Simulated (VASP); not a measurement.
A run of VASP 6.6.1 is set up as follows.

INCAR

```
SYSTEM = O
PREC = Accurate
ENCUT = 520
EDIFF = 1E-7
ISMEAR = -1
SIGMA = 0.08
LREAL = .FALSE.
LASPH = .TRUE.
NELM = 60
ALGO = Normal
ISIF = 2
LWAVE = .FALSE.
LCHARG = .TRUE.
LELF = .TRUE.
LVHAR = .TRUE.
NBANDS = 9
```

Contents of KPOINTS:

```
Automatic mesh
0
G
  18 18 18
  0 0 0
```

POSCAR

```
O
1.0
    0.0000000000      1.2930918737      1.2930918737
    1.2930918737      0.0000000000      1.2930918737
    1.2930918737      1.2930918737      0.0000000000
O
1
Direct
    0.0000000000      0.0000000000      0.0000000000
```

Potentials or basis: VASP PAW LDA potentials, release 64 (O).

Run with:

```sh
$ cat potpaw_LDA.64/O/POTCAR > POTCAR
$ mpirun -np 1 vasp_std > vasp.out
```

(1) Estimate the pressure.

(2) What does it give for the band gap on the k mesh?

Answers

(1) 307.8 GPa.

(2) zero (band 3 reaches 16.25 eV, above the bottom of band 4 at 7.77 eV).
